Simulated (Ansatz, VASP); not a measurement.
Mg3CdS2 in VASP and in Ansatz

```xyz
6
Lattice="3.6259 0.0000 0.0000 -1.8130 3.1402 0.0000 0.0000 0.0000 10.7660" Properties=species:S:1:pos:R:3 pbc="T T T"
Mg    0.0000    0.0000    5.3830
Mg    0.0000    2.0934    2.3222
Mg    1.8130    1.0467    8.4438
Cd    0.0000    0.0000    0.0000
S     0.0000    2.0934    6.9121
S     1.8130    1.0467    3.8540
```

Alike in both runs: task relaxation of cell and atoms; functional PBE; k mesh 12 × 12 × 4; occupations gaussian, width 0.1 eV; no spin polarisation.

|  | VASP | Ansatz |
| --- | --- | --- |
| version | VASP 6.6.1 | Ansatz 0.2.0 |
| potentials or method | VASP PAW PBE potentials, release 64 (Mg, Cd, S), cutoff 600 eV | scalar-relativistic, plane waves, PAW |
| valence electrons in the cell | 30 | 62 |

Ansatz gave:

* gap on the k mesh at the Fermi level, each at its own relaxed structure (eV): none
* relaxed volume (Å³/atom): 20.43
* relaxed cell length with the largest relative difference (Å): 3.626

Question: Estimate VASP's values.

Answer: gap on the k mesh at the Fermi level, each at its own relaxed structure (eV): none; relaxed volume (Å³/atom): 20.37; relaxed cell length with the largest relative difference (Å): 3.622.

A gap of «none» marks a metal or a gap that the smearing closes. VASP's potentials hold 30 valence electrons a cell and Ansatz's 62, so a difference there can come from the potentials and not from the codes.
